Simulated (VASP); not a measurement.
A run of VASP 6.6.1:

File INCAR:

```
PREC     = Accurate       # precision mode
ENCUT    = 520            # plane-wave cutoff, eV
EDIFF    = 1E-6           # SCF threshold, eV
ISMEAR   = 0              # smearing method
SIGMA    = 0.01           # smearing width, eV
LREAL    = F              # projectors in reciprocal space
LASPH    = T              # aspherical terms in the spheres
NELM     = 100            # most SCF steps
ALGO     = Normal         # electronic algorithm
ISIF     = 2              # what is computed and relaxed
LWAVE    = F              # write WAVECAR
LCHARG   = F              # write CHGCAR
GGA      = CA             # functional
NBANDS   = 15             # bands
```

File KPOINTS:

```
regular mesh
0
Gamma
  4 4 4
```

The input POSCAR:

```
KBr
1.0
    0.0000000000      3.3022478268      3.3022478268
    3.3022478268      0.0000000000      3.3022478268
    3.3022478268      3.3022478268      0.0000000000
K Br
1 1
Direct
    0.0000000000      0.0000000000      0.0000000000
    0.5000000000      0.5000000000      0.5000000000
```

Potentials or basis: VASP PAW LDA potentials, release 64 (K_sv, Br).

The run is started by

```console
$ cat potpaw_LDA.64/K_sv/POTCAR potpaw_LDA.64/Br/POTCAR > POTCAR
$ mpirun -np 1 vasp_std > vasp.out
```

Hardware: 1 thread of Intel(R) Xeon(R) 6975P-C (Granite Rapids) (shared host).

Task: How long does it take, and how much memory?

Result: It took 3.7 s on 1 thread of Intel(R) Xeon(R) 6975P-C (Granite Rapids), with other jobs on the host, peak memory 0.16 GiB. Counts: scf iterations 11, k points 8.
